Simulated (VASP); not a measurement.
Write the native input for VASP 6.6.1 that does the following.

```yaml
Task: electric field gradients
Functional: LDA
Potentials_or_basis: VASP PAW LDA potentials, release 64 (Li_sv, Pb_d)
Cutoff: 520 eV
k_mesh: 10 × 10 × 10
Occupations: fermi-dirac, width 0.03 eV
Spin: no spin polarisation
Dipole_correction: no
Further_INCAR_settings: ALGO = Normal; EDIFF = 1e-08; NBANDS = 16
```

The structure of LiPb lies in POSCAR:

```
LiPb
1.0
    3.4983617039      0.0000000000      0.0000000000
    0.0000000000      3.4983617039      0.0000000000
    0.0000000000      0.0000000000      3.4983617039
Li Pb
1 1
Direct
    0.5000000000      0.5000000000      0.5000000000
    0.0000000000      0.0000000000      0.0000000000
```

This cell differs from its parent crystal: volume scaled by 0.98.

These files were run (other wordings do the same):

INCAR

```
SYSTEM = LiPb
PREC = Accurate
ENCUT = 520
EDIFF = 1E-8
ISMEAR = -1
SIGMA = 0.03
LREAL = .False.
LASPH = .True.
NELM = 100
ALGO = Normal
ISIF = 2
LWAVE = .False.
LCHARG = .False.
GGA = CA
LEFG = .True.
NBANDS = 16
```

KPOINTS

```
Automatic mesh
0
Gamma
  10 10 10
  0 0 0
```

Potentials or basis: VASP PAW LDA potentials, release 64 (Li_sv, Pb_d).

The run is started by

```sh
$ cat potpaw_LDA.64/Li_sv/POTCAR potpaw_LDA.64/Pb_d/POTCAR > POTCAR
$ mpirun -np 1 vasp_std > vasp.out
```

Wall time 40 s on 1 thread of Intel(R) Xeon(R) Platinum 8488C (Sapphire Rapids), on a shared host, peak memory 0.16 GiB.
